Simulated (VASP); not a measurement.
# Si62C (a cell with a defect) in VASP: further runs

Si62C (a cell with a defect) is run at these levels: PBE; tasks: single point.

All numbers are computed with VASP 6.6.1; they aren't measurements. Logs are shortened: lines on timing, memory, paths and dates and some standing lists are left out, and cuts for length are marked.

### Step 1. The cell of the first run

The cell holds a defect, 63 atoms: a = 10.860 Å, b = 10.860 Å, c = 10.860 Å, α = 90.00°, β = 90.00°, γ = 90.00°.

### Step 2. Single point, PBE

Input file INCAR:

```
SYSTEM = Si62C
ALGO = Normal ; EDIFF = 1E-6
ENCUT = 520 ; GGA = PE
ISIF = 2 ; ISMEAR = -1
LASPH = .TRUE. ; LCHARG = .TRUE.
LELF = .TRUE. ; LREAL = Auto
LVHAR = .TRUE. ; LWAVE = .FALSE.
NBANDS = 163 ; NELM = 60
PREC = Accurate ; SIGMA = 0.05
```

Input file KPOINTS:

```
k-points
0
G
  1 1 1
  0 0 0
```

Input file POSCAR:

```
Si62C
1.0
   10.8600000000      0.0000000000      0.0000000000
    0.0000000000     10.8600000000      0.0000000000
    0.0000000000      0.0000000000     10.8600000000
Si C
62 1
Direct
    0.5000222836     -0.0000222836      0.0006354512
    0.6186376611      0.1248227440      0.1311801105
    0.7456943831      0.2500265193      0.0001533149
    0.8703197053      0.3768366483      0.1231633517
    0.7409065378      0.0003457643      0.2596923573
    0.8744279926      0.1250234807      0.3749765193
    0.0005905157     -0.0014167587      0.0005905157
    0.1239889503      0.1297155617      0.1239889503
    0.2477131676      0.2522868324     -0.0048350829
    0.3702844383      0.3760110497      0.1239889503
    0.5014167587      0.4994094843      0.0005905157
    0.6217122468      0.6298011971      0.1296255985
    0.7500504604      0.7499495396      0.0022369245
    0.8701988029      0.8782877532      0.1296255985
    0.2528376611      0.0158090239      0.2528376611
    0.4841909761      0.2471623389      0.2528376611
    0.6186376611      0.3688198895      0.3751772560
    0.7456943831      0.4998466851      0.2499734807
    0.8755930939      0.6244069061      0.3756488950
    0.6130283610      0.0980477901      0.6130283610
    0.7409065378      0.2403076427      0.4996542357
    0.8701988029      0.3703744015      0.6217122468
    0.7497812155     -0.0011555249      0.7497812155
    0.8755930939      0.1243511050      0.8755930939
   -0.0006941989      0.5006941989     -0.0006941989
    0.1231633517      0.6296802947      0.1231633517
    0.2499734807      0.7543056169      0.0001533149
    0.3751772560      0.8813623389      0.1311801105
   -0.0048350829      0.2522868324      0.2477131676
    0.1239889503      0.3760110497      0.3702844383
    0.2477131676      0.5048350829      0.2477131676
    0.3749765193      0.6255720074      0.3749765193
    0.4996542357      0.7590934622      0.2596923573
    0.6130283610      0.8869716390      0.4019522099
    0.0006354512     -0.0000222836      0.5000222836
    0.1311801105      0.1248227440      0.6186376611
    0.2528376611      0.2471623389      0.4841909761
    0.3751772560      0.3688198895      0.6186376611
    0.5000222836      0.4993645488      0.5000222836
    0.6265245856      0.6238901473      0.6265245856
    0.7497812155      0.7502187845      0.5011555249
    0.8761098527      0.8734754144      0.6265245856
    0.2596923573      0.0003457643      0.7409065378
    0.3749765193      0.1250234807      0.8744279926
    0.4996542357      0.2403076427      0.7409065378
    0.6217122468      0.3703744015      0.8701988029
    0.7500504604      0.4977630755      0.7500504604
    0.8750784530      0.6249215470      0.8750784530
    0.0001533149      0.7543056169      0.2499734807
    0.1311801105      0.8813623389      0.3751772560
    0.0005905157      0.4994094843      0.5014167587
    0.1296255985      0.6298011971      0.6217122468
    0.2596923573      0.7590934622      0.4996542357
    0.4019522099      0.8869716390      0.6130283610
    0.0001533149      0.2500265193      0.7456943831
    0.1231633517      0.3768366483      0.8703197053
    0.2499734807      0.4998466851      0.7456943831
    0.3756488950      0.6244069061      0.8755930939
    0.5011555249      0.7502187845      0.7497812155
    0.6265245856      0.8734754144      0.8761098527
    0.0022369245      0.7499495396      0.7500504604
    0.1296255985      0.8782877532      0.8701988029
    0.5353199816     -0.0353199816      0.5353199816
```

Potentials or basis: VASP PAW PBE potentials, release 64 (Si, C).

The run is started by

```sh
cat potpaw_PBE.64/Si/POTCAR potpaw_PBE.64/C/POTCAR > POTCAR
mpirun -np 1 vasp_gam > vasp.out
```

OUTCAR:

```text
SYSTEM = Si62C
   EDIFF = 1E-6
   ENCUT = 520
   GGA = PE
   ISIF = 2
   ISMEAR = -1
   LASPH = .TRUE.
   LREAL = Auto
   NELM = 60
   PREC = Accurate

 ion  position               nearest neighbor table
   1  0.500  1.000  0.001-   2 2.35  28 2.35  44 2.36  60 2.37
   2  0.619  0.125  0.131-   1 2.35   5 2.35  16 2.38   3 2.40
   3  0.746  0.250  0.000-  46 2.35   4 2.35  24 2.38   2 2.40
   4  0.870  0.377  0.123-  29 2.34  18 2.35   3 2.35  25 2.36
   5  0.741  0.000  0.260-   6 2.35   2 2.35  14 2.39  34 2.41
   6  0.874  0.125  0.375-   5 2.35  21 2.35  29 2.35  35 2.36
   7  0.001  0.999  0.001-  24 2.36   8 2.37  14 2.38  62 2.38
   8  0.124  0.130  0.124-  15 2.33   9 2.35  29 2.35   7 2.37
   9  0.248  0.252  0.995-  56 2.34  10 2.35   8 2.35  44 2.35
  10  0.370  0.376  0.124-  16 2.33   9 2.35  31 2.35  11 2.37
  11  0.501  0.499  0.001-  58 2.36  10 2.37  12 2.38  46 2.38
  12  0.622  0.630  0.130-  18 2.35  13 2.36  11 2.38  33 2.39
  13  0.750  0.750  0.002-  60 2.34  14 2.36  12 2.36  48 2.37
  14  0.870  0.878  0.130-  49 2.35  13 2.36   7 2.38   5 2.39
  15  0.253  0.016  0.253-   8 2.33  28 2.38  50 2.38
  16  0.484  0.247  0.253-  10 2.33   2 2.38  17 2.38
  17  0.619  0.369  0.375-  39 2.35  21 2.35  16 2.38  18 2.40
  18  0.746  0.500  0.250-  12 2.35   4 2.35  19 2.38  17 2.40
  19  0.876  0.624  0.376-  51 2.36  41 2.36  49 2.38  18 2.38
  20  0.613  0.098  0.613-  63 1.88  23 2.36  45 2.41  21 2.41
  21  0.741  0.240  0.500-   6 2.35  17 2.35  22 2.39  20 2.41
  22  0.870  0.370  0.622-  55 2.35  47 2.36  51 2.38  21 2.39
[... 12 lines left out ...]
  35  0.001  1.000  0.500-  36 2.35  50 2.35   6 2.36  42 2.37
  36  0.131  0.125  0.619-  35 2.35  43 2.35  37 2.38  55 2.40
  37  0.253  0.247  0.484-  30 2.33  36 2.38  38 2.38
  38  0.375  0.369  0.619-  39 2.35  45 2.35  37 2.38  57 2.40
  39  0.500  0.499  0.500-  17 2.35  38 2.35  32 2.36  40 2.37
  40  0.627  0.624  0.627-  47 2.34  41 2.35  59 2.35  39 2.37
  41  0.750  0.750  0.501-  40 2.35  42 2.35  34 2.36  19 2.36
  42  0.876  0.873  0.627-  61 2.34  41 2.35  23 2.35  35 2.37
  43  0.260  0.000  0.741-  44 2.35  36 2.35  62 2.39  54 2.41
[... 17 lines left out ...]
  61  0.002  0.750  0.750-  42 2.34  52 2.36  62 2.36  48 2.37
  62  0.130  0.878  0.870-  27 2.35  61 2.36   7 2.38  43 2.39
  63  0.535  0.965  0.535-  20 1.88  34 1.88  54 1.88

  LATTYP: Found a simple cubic cell.
 ALAT       =    10.8600000000

  Lattice vectors:

 A1 = (  10.8600000000,   0.0000000000,   0.0000000000)
 A2 = (   0.0000000000,  10.8600000000,   0.0000000000)
 A3 = (   0.0000000000,   0.0000000000,  10.8600000000)

Analysis of symmetry for initial positions (statically):
=====================================================================
 Subroutine PRICEL returns:
 Original cell was already a primitive cell.

 Routine SETGRP: Setting up the symmetry group for a
 simple cubic supercell.

 Subroutine GETGRP returns: Found  6 space group operations
 (whereof  2 operations were pure point group operations)
 out of a pool of 48 trial point group operations.

The static configuration has the point symmetry C_1h.
 The point group associated with its full space group is C_3v.

Analysis of symmetry for dynamics (positions and initial velocities):
=====================================================================
 Subroutine PRICEL returns:
 Original cell was already a primitive cell.

 Routine SETGRP: Setting up the symmetry group for a
 simple cubic supercell.

 Subroutine GETGRP returns: Found  6 space group operations
 (whereof  2 operations were pure point group operations)
 out of a pool of 48 trial point group operations.

The dynamic configuration has the point symmetry C_1h.
 The point group associated with its full space group is C_3v.

 Subroutine INISYM returns: Found  6 space group operations
 (whereof  2 operations are pure point group operations),
 and found     1 'primitive' translations

----------------------------------------------------------------------------------------

[... 42 lines left out ...]
   TEBEG  =    0.0;   TEEND  =   0.0 temperature during run
   PSTRESS=    0.0 pullay stress
   NELECT =     252.0000    total number of electrons
   NUPDOWN=      -1.0000    fix difference up-down
   EMIN   =  10.00;   EMAX   =-10.00  energy-range for DOS
   EFERMI =   0.00;   METHOD = LEGACY
   ISMEAR =    -1;   SIGMA  =   0.05  broadening in eV -4-tet -1-fermi 0-gaus
   EFERMI_NEDOS =   21; number of points for ismear=-14 and -15
   IALGO  =     38    algorithm
   IMIX   =      4    mixing-type and parameters
     AMIX     =   0.40;   BMIX     =  1.00
     AMIX_MAG =   1.60;   BMIX_MAG =  1.00
  volume/ion in A,a.u.               =      20.33       137.20
  Fermi-wavevector in a.u.,A,eV,Ry     =   0.952164  1.799329 12.335269  0.906617
  Thomas-Fermi vector in A             =   2.080702
   LORBIT       =      0    0 simple, 1 ext, 2 COOP (PROOUT), +10 PAW based schemes
   GGA     = PE    functional components
   LHFCALC =     F    Hartree Fock is set to
   AEXX    =    0.0000 exact exchange contribution
   IVDW    =     0    specifies the selected vdW correction
   LEPSILON=     F    determine dielectric tensor
   LRPA    =     F    only Hartree local field effects (RPA)
 non-spin polarized calculation
  energy-cutoff  :      520.00
  volume of cell :     1280.82
 maximum number of plane-waves:     17229
 NGX is ok and might be reduce to    84
   NGX = 41   NGY = 41   NGZ = 41

 number of electron     251.9999988 magnetization

 Free energy of the ion-electron system (eV)
  ---------------------------------------------------
  ext. energy  EPLUGINS =         0.00000000
  ---------------------------------------------------
  free energy    TOTEN  =      -335.26873405 eV

  energy without entropy =     -335.19440789  energy(sigma->0) =     -335.23157097

 E-fermi :   6.0246     XC(G=0):  -9.3028

 val. band max:        5.9151155424   @ k =   0.0000   0.0000   0.0000
 cond. band min:       6.1733985836   @ k =   0.0000   0.0000   0.0000
 fundamental gap:      0.2582830412
 Fermi energy:         6.0246480537

 k-point     1 :       0.0000    0.0000    0.0000
  band No.  band energies     occupation
      1      -6.6218      2.00000
      2      -6.0542      2.00000
      3      -5.1998      2.00000
      4      -5.1998      2.00000
      5      -5.1790      2.00000
      6      -5.1790      2.00000
[... 130 lines left out ...]
    137       6.7906      0.00000
    138       6.9382      0.00000
 [bands above 138 left out]

------------------------ aborting loop because EDIFF is reached ----------------------------------------

  FORCE on cell =-STRESS in cart. coord.  units (eV):
  Direction    XX          YY          ZZ          XY          YZ          ZX
  --------------------------------------------------------------------------------------
  -------------------------------------------------------------------------------------
  Total        5.8510864      5.8510864      5.8510864     -7.7475365     -7.7475365      7.7475365
  in kB        7.3190989      7.3190989      7.3190989     -9.6913603     -9.6913603      9.6913603
  external PRESSURE =       7.3190989 kB  Pullay stress =       0.0000000 kB

 VOLUME and BASIS-vectors are now :
 -----------------------------------------------------------------------------
  energy-cutoff  :      520.00
  volume of cell :     1280.82
      direct lattice vectors                 reciprocal lattice vectors
    10.860000000  0.000000000  0.000000000     0.092081031  0.000000000  0.000000000
     0.000000000 10.860000000  0.000000000     0.000000000  0.092081031  0.000000000
     0.000000000  0.000000000 10.860000000     0.000000000  0.000000000  0.092081031

 POSITION                                       TOTAL-FORCE (eV/Angst)
 -----------------------------------------------------------------------------------
      5.43024     10.85976      0.00690         0.000232     -0.000232      0.010322
      6.71840      1.35557      1.42462         0.001237      0.007618      0.000820
      8.09824      2.71529      0.00166         0.001762     -0.005671     -0.000224
      9.45167      4.09245      1.33755        -0.003933     -0.005416      0.005416
      8.04625      0.00376      2.82026        -0.003272      0.004977     -0.001392
      9.49629      1.35776      4.07224         0.001637     -0.000967      0.000967
[... 55 lines left out ...]
      1.40773      9.53820      9.45036         0.008379     -0.009564     -0.000796
      5.81358     10.47642      5.81358        -0.016434      0.016434     -0.016434
 -----------------------------------------------------------------------------------
    total drift:                               -0.002675      0.002675     -0.002675

  FREE ENERGIE OF THE ION-ELECTRON SYSTEM (eV)
  ---------------------------------------------------
  free  energy   TOTEN  =      -335.2687340511 eV

  energy  without entropy=     -335.1944078864  energy(sigma->0) =     -335.23157097
```

Wall time 8.7 min (1 thread of Intel Xeon Platinum 8259CL at 2.50GHz (Skylake/Cascade Lake), shared host); peak memory 1.1 GiB.

Results:

| Property | Result |
| --- | --- |
| Free energy | -335.2687 eV |
| Pressure | 0.7 GPa |
| Largest force | 0.030 eV/Å |

Forces in eV/Å, atoms in the order of the input:
```
Si   0.000  0.000  0.010
Si   0.001  0.008  0.001
Si   0.002 -0.006  0.000
Si  -0.004 -0.005  0.005
Si  -0.003  0.005 -0.001
Si   0.002 -0.001  0.001
Si   0.004  0.012  0.004
Si   0.003 -0.001  0.003
Si   0.003 -0.003  0.001
Si   0.001 -0.003  0.003
Si  -0.012 -0.004  0.004
Si   0.010  0.001  0.008
Si  -0.006  0.006 -0.006
Si  -0.001 -0.010  0.008
Si  -0.003 -0.002 -0.003
Si   0.002  0.003 -0.003
Si   0.001 -0.001 -0.008
Si   0.002  0.000  0.006
Si  -0.004  0.004 -0.003
Si   0.016  0.019  0.016
Si  -0.003  0.001 -0.005
Si  -0.001 -0.008  0.010
Si  -0.003  0.004 -0.003
Si  -0.004  0.003 -0.004
Si   0.003 -0.003  0.003
Si   0.005  0.004  0.005
Si   0.006 -0.002  0.000
Si  -0.008 -0.001  0.001
Si   0.001 -0.003  0.003
Si   0.003 -0.003  0.001
Si   0.003 -0.001  0.003
Si   0.001 -0.002  0.001
Si  -0.005  0.003 -0.001
Si   0.016 -0.016 -0.019
Si   0.010  0.000  0.000
Si   0.001  0.008  0.001
Si  -0.003  0.003  0.002
Si  -0.008 -0.001  0.001
Si   0.000 -0.010  0.000
Si  -0.003  0.005 -0.003
Si  -0.003  0.003 -0.004
Si  -0.005  0.003 -0.003
Si  -0.001  0.005 -0.003
Si   0.001 -0.001  0.002
Si  -0.005  0.001 -0.003
Si   0.010 -0.008 -0.001
Si  -0.006  0.006 -0.006
Si   0.004 -0.004  0.004
Si   0.000 -0.002  0.006
Si   0.001 -0.001 -0.008
Si   0.004 -0.004 -0.012
Si   0.008  0.001  0.010
Si  -0.001  0.003 -0.005
Si  -0.019 -0.016  0.016
Si   0.000 -0.006  0.002
Si   0.005 -0.005 -0.004
Si   0.006  0.000  0.002
Si  -0.003  0.004 -0.004
Si  -0.004  0.003 -0.003
Si  -0.003  0.003 -0.005
Si  -0.006  0.006 -0.006
Si   0.008 -0.010 -0.001
C   -0.016  0.016 -0.016
```

Levels at points of the mesh, in eV from the Fermi level:
| k point | band 123 | band 124 | band 125 | band 126 | band 127 | band 128 | band 129 | band 130 |
| --- | --- | --- | --- | --- | --- | --- | --- | --- |
| (0.00, 0.00, 0.00) | -0.93 | -0.66 | -0.66 | -0.11 | 0.15 | 0.15 | 0.34 | 0.34 |

Caveat: the k points lie up to 0.58 Å⁻¹ apart.

### Step 3. Single point, PBE

Input file INCAR:

```
PREC = Accurate
ENCUT = 520
EDIFF = 1E-6
ISMEAR = -1
SIGMA = 0.05
LREAL = Auto
LASPH = True
NELM = 60
ALGO = Normal
ISIF = 2
LWAVE = False
LCHARG = True
GGA = PE
LELF = True
LVHAR = True
NBANDS = 163
```

Input file KPOINTS:

```
Automatic mesh
0
Gamma
  1 1 1
```

Input file POSCAR:

```
Si62C
1.0
   10.8600000000      0.0000000000      0.0000000000
    0.0000000000     10.8600000000      0.0000000000
    0.0000000000      0.0000000000     10.8600000000
Si C
62 1
Direct
    0.4997507366     -0.0000023941      0.0008369245
    0.6151400552      0.1243843462      0.1344443831
    0.7452890424      0.2465290976      0.0053115101
    0.8727766114      0.3748777164      0.1253605893
    0.7432139963     -0.0003068140      0.2570723757
    0.8738867403      0.1249422652      0.3752842541
   -0.0004718232      0.0005486188      0.0001508287
    0.1255675875      0.1257876611      0.1260483425
    0.2484307551      0.2511387661     -0.0007564457
    0.3738799263      0.3741646409      0.1258549724
    0.4990938306      0.5003260589      0.0000364641
    0.6248566298      0.6249742173      0.1297154696
    0.7514983425      0.7482283610      0.0050702578
    0.8745811234      0.8749600368      0.1297820442
    0.2622480663      0.0263190608      0.2628035912
    0.4732275322      0.2375271639      0.2626461326
    0.6150991713      0.3659745856      0.3757372007
    0.7452626151      0.4950707182      0.2536097606
    0.8743000921      0.6254139963      0.3740109576
    0.6234427256      0.1102395948      0.6236186924
    0.7439599448      0.2441095764      0.5002373849
    0.8750900552      0.3707703499      0.6255383978
    0.7512380295     -0.0049554328      0.7516278085
    0.8744780847      0.1262451197      0.8750499079
   -0.0002252302      0.5000319521      0.0002526703
    0.1248914365      0.6269689687      0.1253523020
    0.2531809392      0.7544699816      0.0051600368
    0.3753518416      0.8846373849      0.1342674954
   -0.0011273481      0.2512204420      0.2488758748
    0.1252828729      0.3742593923      0.3744202578
    0.2483792818      0.5006504604      0.2488088398
    0.3747434622      0.6256670350      0.3751006446
    0.4998203499      0.7560922652      0.2566510129
    0.6212977901      0.8778097606      0.3920934622
    0.0002854512     -0.0000226519      0.5002639042
    0.1338812155      0.1244143646      0.6155468692
    0.2621149171      0.2376249540      0.4737006446
    0.3753020258      0.3658498158      0.6156081952
    0.4997237569      0.4993899632      0.5002607735
    0.6270896869      0.6199861878      0.6275790976
    0.7507500000      0.7487674033      0.5049902394
    0.8796302947      0.8726056169      0.6274146409
    0.2563477901     -0.0003085635      0.7436829650
    0.3747402394      0.1247790976      0.8742876611
    0.4998592081      0.2438482505      0.7442989871
    0.6249587477      0.3707500000      0.8755260589
    0.7516795580      0.4951820442      0.7521741252
    0.8754683241      0.6243606814      0.8760415285
    0.0046854512      0.7544469613      0.2536229282
    0.1337245856      0.8845209945      0.3758458564
   -0.0005112339      0.5003740331      0.4996569061
    0.1290484346      0.6248785451      0.6254626151
    0.2558965930      0.7557473297      0.5002462247
    0.3908883057      0.8769525783      0.6222341621
    0.0048365562      0.2464903315      0.7458244936
    0.1248778085      0.3748780847      0.8732829650
    0.2531893186      0.4949469613      0.7457203499
    0.3735316759      0.6253058011      0.8748469613
    0.5045777164      0.7486742173      0.7513761510
    0.6269977901      0.8727636280      0.8801120626
    0.0045381215      0.7482157459      0.7521026703
    0.1291868324      0.8749495396      0.8752660221
    0.3399512891      0.1597398711      0.3405226519
```

Potentials or basis: VASP PAW PBE potentials, release 64 (Si, C).

The run is started by

```sh
cat potpaw_PBE.64/Si/POTCAR potpaw_PBE.64/C/POTCAR > POTCAR
mpirun -np 1 vasp_gam > vasp.out
```

It took 8.4 min on 1 thread of Intel Xeon Platinum 8259CL at 2.50GHz (Skylake/Cascade Lake), shared host; peak memory 1 GiB.

It converged, with:

```yaml
Free_energy: -335.2698 eV
Pressure: 0.7 GPa
Largest_force: 0.038 eV/Å
```

Forces on the atoms (eV/Å):
```
Si  -0.001  0.009 -0.017
Si   0.013 -0.011  0.021
Si  -0.004  0.007 -0.004
Si   0.003 -0.003  0.008
Si   0.003  0.008  0.000
Si   0.000 -0.002 -0.009
Si  -0.002  0.002  0.000
Si  -0.005  0.002 -0.006
Si   0.010 -0.008  0.010
Si  -0.002  0.005 -0.008
Si   0.008 -0.006  0.006
Si  -0.001  0.013 -0.008
Si   0.005 -0.006  0.000
Si   0.002 -0.006  0.004
Si  -0.023  0.005 -0.022
Si  -0.004  0.019 -0.017
Si   0.012 -0.015  0.004
Si   0.001 -0.006 -0.007
Si  -0.002  0.007  0.004
Si  -0.015  0.021 -0.017
Si   0.008 -0.007  0.003
Si  -0.007  0.005 -0.001
Si   0.009 -0.009  0.006
Si   0.004 -0.003 -0.001
Si  -0.015  0.005 -0.005
Si   0.008  0.003  0.007
Si  -0.008  0.001 -0.004
Si   0.006 -0.024  0.028
Si   0.004 -0.010  0.010
Si   0.005  0.012 -0.005
Si   0.005 -0.005  0.012
Si  -0.010 -0.012  0.000
Si   0.002  0.004  0.004
Si  -0.013  0.002 -0.022
Si  -0.009  0.005 -0.002
Si   0.021 -0.010  0.017
Si  -0.023  0.017  0.000
Si   0.005 -0.014  0.009
Si  -0.003  0.012 -0.003
Si   0.003 -0.011  0.001
Si   0.005 -0.003  0.008
Si   0.005 -0.001  0.004
Si   0.005 -0.002  0.004
Si   0.003  0.006  0.003
Si  -0.001 -0.005  0.007
Si  -0.002  0.004 -0.003
Si   0.001 -0.002  0.003
Si  -0.003  0.005 -0.003
Si  -0.009  0.003 -0.012
Si   0.025 -0.012  0.007
Si  -0.004 -0.005  0.002
Si   0.001  0.006  0.004
Si   0.006  0.001 -0.004
Si  -0.030  0.018 -0.015
Si  -0.005  0.006 -0.003
Si   0.008 -0.005  0.000
Si  -0.010  0.002  0.001
Si  -0.003  0.009 -0.002
Si   0.017 -0.007  0.011
Si  -0.006 -0.008  0.004
Si   0.002 -0.006  0.003
Si  -0.001 -0.002 -0.006
C    0.004  0.000 -0.006
```

Stress tensor (GPa, compression positive):
```
 0.74 -0.96  0.97
-0.96  0.76 -0.96
 0.97 -0.96  0.72
```

Levels at points of the mesh, in eV from the Fermi level:
| k point | band 124 | band 125 | band 126 | band 127 | band 128 | band 129 |
| --- | --- | --- | --- | --- | --- | --- |
| (0.00, 0.00, 0.00) | -0.67 | -0.66 | -0.11 | 0.14 | 0.15 | 0.34 |

Caveat: the k points lie up to 0.58 Å⁻¹ apart.
